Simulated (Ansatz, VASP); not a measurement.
Two plane-wave programs on BaZrO3

```
Ba Zr O
1.0
     4.17967    0.00000    0.00000
     0.00000    4.17967    0.00000
     0.00000    0.00000    4.27782
Ba Zr O
1 1 3
Direct
  0.00000 0.00000 0.85869
  0.50000 0.50000 0.66517
  0.00000 0.50000 0.40380
  0.50000 0.00000 0.40380
  0.50000 0.50000 0.16855
```

Alike in both runs: task single point; functional PBE; k mesh 4 × 4 × 4; occupations gaussian, width 0.1 eV; no spin polarisation.

```csv
,VASP,Ansatz
version,VASP 6.6.1,Ansatz 0.2.0
potentials or method,"VASP PAW PBE potentials, release 64 (Ba_sv, Zr_sv, O_h), cutoff 1340 eV","scalar-relativistic, plane waves, PAW"
valence electrons in the cell,40,40
```

Ansatz gave:

- gap on the k mesh at the Fermi level (eV): none
- pressure (GPa): -2.1
- traceless stress, the component that is largest in VASP (GPa): -34.41
- rms of the force components (eV/Å): 2.782

Question: What did VASP give for the same quantities?

Answer: gap on the k mesh at the Fermi level (eV): none; pressure (GPa): -0.9; traceless stress, the component that is largest in VASP (GPa): -34.55; rms of the force components (eV/Å): 2.793.

Atom by atom the forces differ by 0.041 eV/Å (rms over components). A gap of «none» marks a metal or a gap that the smearing closes. The functional is the same, so the differences come from potentials, cutoffs and numerics.

The k mesh is coarse, so the values compare programs but aren't converged. Neither program's run includes spin-orbit coupling.
